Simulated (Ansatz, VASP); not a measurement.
## GaSb: VASP beside Ansatz

The input INCAR:

```
SYSTEM = GaSb
  PREC = Accurate
  ENCUT = 520
  EDIFF = 1E-6
  ISMEAR = 0
  SIGMA = 0.1
  LREAL = .False.
  LASPH = .True.
  NELM = 100
  ALGO = Normal
  ISIF = 2
  LWAVE = .False.
  LCHARG = .False.
  GGA = PE
  NBANDS = 26
```

Contents of KPOINTS:

```
Automatic mesh
0
Gamma
  12 12 8
  0 0 0
```

File POSCAR:

```
GaSb
1.0
    3.1077436235      3.1077436235      0.0000000000
   -3.1077436235      3.1077436235      0.0000000000
    0.0000000000      0.0000000000      5.9668677571
Ga Sb
2 2
Direct
    0.0000000000      0.0000000000      0.0000000000
    0.5000000000      0.5000000000      0.5000000000
    0.5000000000      0.0000000000      0.2500000000
    0.0000000000      0.5000000000      0.7500000000
```

Input for Ansatz:

```yaml
crystal:
  lattice:
    - [3.1077436235, 3.1077436235, 0.0]
    - [-3.1077436235, 3.1077436235, 0.0]
    - [0.0, 0.0, 5.9668677571]
  atoms:
    - { symbol: Ga, position: [0.0, 0.0, 0.0] }
    - { symbol: Ga, position: [0.5, 0.5, 0.5] }
    - { symbol: Sb, position: [0.5, 0.0, 0.25] }
    - { symbol: Sb, position: [0.0, 0.5, 0.75] }
basis:
  ecutwfc: 420
kpoints:
  mp_grid: { grid: [12, 12, 8] }
hamiltonian:
  xc: pbe
scf:
  occupations: { method: gaussian, width: 0.1 }
output:
  forces: true
  stress: true
  eigenvalues: true
  write_density: true
  write_potential: true
  elf: true
  volumetric_format: npy
```

Change from the starting cell: strain along c alone, the other axes held, atoms relaxed: -4.0 %.

Alike in both runs: task single point; functional PBE; k mesh 12 × 12 × 8; occupations gaussian, width 0.1 eV; no spin polarisation.

|  | VASP | Ansatz |
| --- | --- | --- |
| version | VASP 6.6.1 | Ansatz 0.2.0 |
| potentials or method | VASP PAW PBE potentials, release 64 (Ga_d, Sb), cutoff 520 eV | scalar-relativistic, plane waves, PAW |
| valence electrons in the cell | 36 | 56 |

|  | VASP | Ansatz | Ansatz less VASP |
| --- | --- | --- | --- |
| gap on the k mesh at the Fermi level (eV) | 0.17 | 0.17 | +0.002 |
| least direct gap on the mesh (eV) | 0.17 | 0.17 | +0.002 |
| pressure (GPa) | 2.0 | 2.0 | -0.08 |
| traceless stress, the component that is largest in VASP (GPa) | 1.06 | 1.06 | -0.001 |

VASP's potentials hold 36 valence electrons a cell and Ansatz's 56, so a difference there can come from the potentials and not from the codes.

Neither program's run includes spin-orbit coupling.
